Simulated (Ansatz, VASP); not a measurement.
**Be2C: VASP beside Ansatz**

```
Be C
1.0
     0.00000    2.16500    2.16500
     2.16500    0.00000    2.16500
     2.16500    2.16500    0.00000
Be C
2 1
Cartesian
  1.0825 1.0825 1.0825
  3.2475 3.2475 3.2475
  0.0000 0.0000 0.0000
```

Alike in both runs: task single point; functional LDA; k mesh 14 × 14 × 14; occupations fermi-dirac, width 0.08 eV; no spin polarisation.

|  | VASP | Ansatz |
| --- | --- | --- |
| version | VASP 6.6.1 | Ansatz 0.2.0 |
| potentials or method | VASP PAW LDA potentials, release 64 (Be, C), cutoff 600 eV | all-electron LAPW, scalar-relativistic |

```tsv
	VASP	Ansatz	Ansatz less VASP
pressure (GPa)	-8.2	-8.8	-0.55
```

LDA's correlation is that of Perdew and Zunger in VASP and of Perdew and Wang (1992) in Ansatz. Ansatz ran all-electron here, and VASP with PAW potentials.
